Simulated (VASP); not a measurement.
The system is InSb.

```xyz
2
Lattice="0.0000 3.2391 3.2391 3.2391 0.0000 3.2391 3.2391 3.2391 0.0000" Properties=species:S:1:pos:R:3 pbc="T T T"
In    0.0000    0.0000    0.0000
Sb    1.6196    1.6196    1.6196
```

* Program: VASP 6.6.1
* Task: relaxation of cell and atoms
* Functional: PBE
* Potentials or basis: VASP PAW PBE potentials, release 64 (In_d, Sb)
* Cutoff: 600 eV
* k mesh: 10 × 10 × 10
* Occupations: gaussian, width 0.1 eV
* Spin: no spin polarisation

At the start: pressure 3.1 GPa; volume 33.98 Å³/atom.

Problem. Where does the relaxation end?

Solution. Over 3 steps the energy falls by 23.0 meV/atom and the volume is 36.49 Å³/atom (+7.4 %); space group F-43m (No. 216, to 0.05 Å).

The path:
```csv
step,energy change (eV),largest force (eV/Å),pressure (GPa),volume (Å³)
1,0.0000,0.0000,3.14,67.97
2,-0.0414,0.0000,-0.82,74.74
3,-0.0459,0.0000,0.01,72.98
```

Final structure:
```cif
data_structure
_symmetry_space_group_name_H-M 'P 1'
_symmetry_Int_Tables_number 1
_cell_length_a 4.6907
_cell_length_b 4.6907
_cell_length_c 4.6907
_cell_angle_alpha 60.000
_cell_angle_beta 60.000
_cell_angle_gamma 60.000
_cell_volume 72.98
loop_
_atom_site_label
_atom_site_type_symbol
_atom_site_fract_x
_atom_site_fract_y
_atom_site_fract_z
_atom_site_occupancy
In1 In 0.00000 0.00000 0.00000 1
Sb1 Sb 0.25000 0.25000 0.25000 1
```
